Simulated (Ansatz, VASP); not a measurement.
**V in VASP and in Ansatz**

```
CELL_PARAMETERS angstrom
0.00000 2.70937 2.70937
2.70937 0.00000 2.70937
2.70937 2.70937 0.00000
ATOMIC_POSITIONS crystal
V 0.12500 0.12500 0.12500
V 0.87500 0.87500 0.87500
```

Alike in both runs: functional r2SCAN; k mesh 10 × 10 × 10; occupations fermi-dirac, width 0.05 eV; collinear spin.

Ansatz relaxed the structure, and its values are those at the end. VASP's run is a single point on that final structure, the one shown.

|  | VASP | Ansatz |
| --- | --- | --- |
| version | VASP 6.6.1 | Ansatz 0.2.0 |
| potentials or method | VASP PAW PBE potentials, release 64 (V_sv), cutoff 520 eV | plane waves (500 eV) with PAW, scalar-relativistic |
| valence electrons in the cell | 26 | 26 |

```tsv
	VASP	Ansatz	Ansatz less VASP
pressure (GPa)	0.5	0.0	-0.49
net moment per atom (μB)	2.15	2.16	+0.003
size of the moment on the site where the two differ most (μB)	2.00	1.68	-0.328
```

VASP's potentials were made for PBE, not for r2SCAN. Site moments also hang on the region over which each program counts them.
